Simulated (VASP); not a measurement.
Ca18Pd, 19 atoms in the cell. The cell holds a slab with vacuum, 19 atoms: a = 7.891 Å, b = 11.837 Å, c = 17.443 Å, α = 90.00°, β = 90.00°, γ = 60.00°. 

```yaml
Program: VASP 6.6.1
Task: single point
Functional: PBE
Dispersion: D3(BJ)
Potentials_or_basis: VASP PAW PBE potentials, release 64 (Ca_sv, Pd)
Cutoff: 520 eV
k_mesh: 3 × 2 × 1
Occupations: fermi-dirac, width 0.1 eV
Spin: no spin polarisation
Dipole_correction: no
Further_INCAR_settings: LREAL = Auto; ALGO = Normal; EDIFF = 1e-06; NBANDS = 110
```

Potentials or basis: VASP PAW PBE potentials, release 64 (Ca_sv, Pd).

Launch:

```console
$ cat potpaw_PBE.64/Ca_sv/POTCAR potpaw_PBE.64/Pd/POTCAR > POTCAR
$ mpirun -np 1 vasp_std > vasp.out
```

Hardware: 1 thread of Intel Xeon 8259CL, on a shared host.

Problem. How long does it take, and how much memory?

Solution. It took 76 min on 1 thread of Intel Xeon 8259CL, on a shared host, peak memory 1.6 GiB. Counts: scf iterations 32, k points 4.
